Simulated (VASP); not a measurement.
# La2O3 (P-3m1) in VASP: a series of runs, part 2 of 2

VASP 6.6.1.

## Step 3: Single point, PBE

This run uses another cell than the first one, of 16.64 Å³/atom, 1.083 times its volume.

Input file INCAR:

```
ALGO     = Normal         # electronic algorithm
EDIFF    = 1E-6           # SCF threshold, eV
ENCUT    = 520            # plane-wave cutoff, eV
GGA      = PE             # functional
ISIF     = 2              # what is computed and relaxed
ISMEAR   = 0              # smearing method
LASPH    = True           # aspherical terms in the spheres
LCHARG   = True           # write CHGCAR
LELF     = True           # ELF
LREAL    = False          # projectors in reciprocal space
LVHAR    = True         
LWAVE    = False          # write WAVECAR
NBANDS   = 28             # bands
NELM     = 80             # most SCF steps
PREC     = Accurate       # precision mode
SIGMA    = 0.01           # smearing width, eV
```

Input file KPOINTS:

```
k-points
0
Gamma
  6 6 4
```

Input file POSCAR:

```
La2O3
1.0
    3.9404486528      0.0000000000      0.0000000000
   -1.9702243264      3.4125286356      0.0000000000
    0.0000000000      0.0000000000      6.1878210269
La O
2 3
Direct
    0.6666666667      0.3333333333      0.7526237034
    0.3333333333      0.6666666667      0.2473762966
    0.6666666667      0.3333333333      0.3546844474
    0.3333333333      0.6666666667      0.6453155526
    0.0000000000      0.0000000000      0.0000000000
```

Potentials or basis: VASP PAW PBE potentials, release 64 (La, O).

Started as:

```sh
$ cat potpaw_PBE.64/La/POTCAR potpaw_PBE.64/O/POTCAR > POTCAR
$ mpirun -np 1 vasp_std > vasp.out
```

OUTCAR:

```text
EDIFF = 1E-6
   ENCUT = 520
   GGA = PE
   ISIF = 2
   ISMEAR = 0
   LASPH = True
   LREAL = False
   NELM = 80
   PREC = Accurate

 ion  position               nearest neighbor table
   1  0.667  0.333  0.753-   4 2.37   4 2.37   4 2.37   3 2.46   5 2.74   5 2.74   5 2.74
   2  0.333  0.667  0.247-   3 2.37   3 2.37   3 2.37   4 2.46   5 2.74   5 2.74   5 2.74
   3  0.667  0.333  0.355-   2 2.37   2 2.37   2 2.37   1 2.46
   4  0.333  0.667  0.645-   1 2.37   1 2.37   1 2.37   2 2.46
   5  0.000  0.000  0.000-   1 2.74   2 2.74   2 2.74   1 2.74   1 2.74   2 2.74

  LATTYP: Found a hexagonal cell.
 ALAT       =     3.9404486528
 C/A-ratio  =     1.5703341350

  Lattice vectors:

 A1 = (   3.9404486528,   0.0000000000,   0.0000000000)
 A2 = (  -1.9702243264,   3.4125286356,   0.0000000000)
 A3 = (   0.0000000000,   0.0000000000,   6.1878210269)

Analysis of symmetry for initial positions (statically):
=====================================================================
 Subroutine PRICEL returns:
 Original cell was already a primitive cell.

 Routine SETGRP: Setting up the symmetry group for a
 hexagonal supercell.

 Subroutine GETGRP returns: Found 12 space group operations
 (whereof 12 operations were pure point group operations)
 out of a pool of 24 trial point group operations.

The static configuration has the point symmetry D_3d.

Analysis of symmetry for dynamics (positions and initial velocities):
=====================================================================
 Subroutine PRICEL returns:
 Original cell was already a primitive cell.

 Routine SETGRP: Setting up the symmetry group for a
 hexagonal supercell.

 Subroutine GETGRP returns: Found 12 space group operations
 (whereof 12 operations were pure point group operations)
 out of a pool of 24 trial point group operations.

[... 122 lines left out ...]
   IALGO  =     38    algorithm
   IMIX   =      4    mixing-type and parameters
     AMIX     =   0.40;   BMIX     =  1.00
     AMIX_MAG =   1.60;   BMIX_MAG =  1.00
  volume/ion in A,a.u.               =      16.64       112.30
  Fermi-wavevector in a.u.,A,eV,Ry     =   1.282453  2.423485 22.377321  1.644687
  Thomas-Fermi vector in A             =   2.414764
   LORBIT       =      0    0 simple, 1 ext, 2 COOP (PROOUT), +10 PAW based schemes
   GGA     = PE    functional components
   LHFCALC =     F    Hartree Fock is set to
   AEXX    =    0.0000 exact exchange contribution
   IVDW    =     0    specifies the selected vdW correction
   LEPSILON=     F    determine dielectric tensor
   LRPA    =     F    only Hartree local field effects (RPA)
 non-spin polarized calculation
 Gauss-broadening in eV      SIGMA  =   0.01
  energy-cutoff  :      520.00
  volume of cell :       83.21
 maximum number of plane-waves:      2273
 NGX is ok and might be reduce to    30
   NGX = 15   NGY = 15   NGZ = 23

 number of electron      39.9999988 magnetization

 Free energy of the ion-electron system (eV)
  ---------------------------------------------------
  ext. energy  EPLUGINS =         0.00000000
  ---------------------------------------------------
  free energy    TOTEN  =       -41.82511521 eV

  energy without entropy =      -41.82511521  energy(sigma->0) =      -41.82511521

 E-fermi :   5.9526     XC(G=0): -10.3855

 val. band max:        5.8002710632   @ k =   0.5000   0.0000   0.5000
 cond. band min:       9.6514631630   @ k =   0.5000   0.0000   0.0000
 fundamental gap:      3.8511920998
 Fermi energy:         5.9526001410

 k-point     1 :       0.0000    0.0000    0.0000
  band No.  band energies     occupation
      1     -24.0578      2.00000
      2     -23.8390      2.00000
      3     -11.0744      2.00000
      4      -9.8478      2.00000
      5      -9.3896      2.00000
      6      -7.5219      2.00000
[... 733 lines left out ...]
     27      11.1303      0.00000
     28      11.1513      0.00000

------------------------ aborting loop because EDIFF is reached ----------------------------------------

  FORCE on cell =-STRESS in cart. coord.  units (eV):
  Direction    XX          YY          ZZ          XY          YZ          ZX
  --------------------------------------------------------------------------------------
  -------------------------------------------------------------------------------------
  Total       -0.1567063     -0.1567063     -0.1236066     -0.0000000      0.0000000      0.0000000
  in kB       -3.0174306     -3.0174306     -2.3800847     -0.0000000      0.0000000      0.0000000
  external PRESSURE =      -2.8049820 kB  Pullay stress =       0.0000000 kB

 VOLUME and BASIS-vectors are now :
 -----------------------------------------------------------------------------
  energy-cutoff  :      520.00
  volume of cell :       83.21
      direct lattice vectors                 reciprocal lattice vectors
     3.940448653  0.000000000  0.000000000     0.253778209  0.146518917  0.000000000
    -1.970224326  3.412528636  0.000000000     0.000000000  0.293037834  0.000000000
     0.000000000  0.000000000  6.187821027     0.000000000  0.000000000  0.161607777

 POSITION                                       TOTAL-FORCE (eV/Angst)
 -----------------------------------------------------------------------------------
      1.97022      1.13751      4.65710         0.000000      0.000000     -0.012045
     -0.00000      2.27502      1.53072         0.000000      0.000000      0.012045
      1.97022      1.13751      2.19472         0.000000      0.000000     -0.003752
     -0.00000      2.27502      3.99310        -0.000000      0.000000      0.003752
      0.00000      0.00000      0.00000        -0.000000      0.000000      0.000000
 -----------------------------------------------------------------------------------
    total drift:                               -0.000000      0.000000      0.000000

  FREE ENERGIE OF THE ION-ELECTRON SYSTEM (eV)
  ---------------------------------------------------
  free  energy   TOTEN  =       -41.8251152097 eV

  energy  without entropy=      -41.8251152097  energy(sigma->0) =      -41.82511521
```

stdout:

```text
POSCAR found type information on POSCAR LaO
 POSCAR found :  2 types and       5 ions
 scaLAPACK will be used
 LDA part: xc-table for (Slater+PW92), standard interpolation
 POSCAR, INCAR and KPOINTS ok, starting setup
 FFT: planning ... GRIDC
 FFT: planning ... GRID_SOFT
 FFT: planning ... GRID
 WAVECAR not read
 entering main loop
```

Run time: 74 s. Hardware: 1 thread of Intel Xeon Platinum 8259CL at 2.50GHz (Skylake/Cascade Lake), shared host; peak memory 0.23 GiB.

Results:

| Quantity | Value |
| --- | --- |
| Free energy | -41.8251 eV |
| Pressure | -0.3 GPa |
| Largest force | 0.012 eV/Å |
| Band gap on the k mesh | 3.85 eV, indirect (least direct gap 3.98 eV) |

Forces on the atoms (eV/Å):
```
La   0.000  0.000 -0.012
La   0.000  0.000  0.012
O    0.000  0.000 -0.004
O    0.000  0.000  0.004
O    0.000  0.000  0.000
```

Levels at points of the mesh, in eV from the valence-band top:
| k point | band 18 | band 19 | band 20 | band 21 | band 22 | band 23 |
| --- | --- | --- | --- | --- | --- | --- |
| (0.00, 0.00, 0.00) | -0.34 | -0.34 | -0.08 | 4.26 | 4.62 | 4.62 |
| (0.50, 0.00, 0.00) | -0.64 | -0.40 | -0.28 | 3.85 | 4.68 | 5.10 |
| (0.00, 0.00, 0.50) | -0.74 | -0.26 | -0.26 | 4.65 | 4.73 | 4.73 |
| (0.50, 0.00, 0.50) | -0.67 | -0.35 | 0.00 | 4.37 | 4.59 | 5.01 |

Caveat: spin-orbit coupling is left out, which moves the levels of the heavy elements.
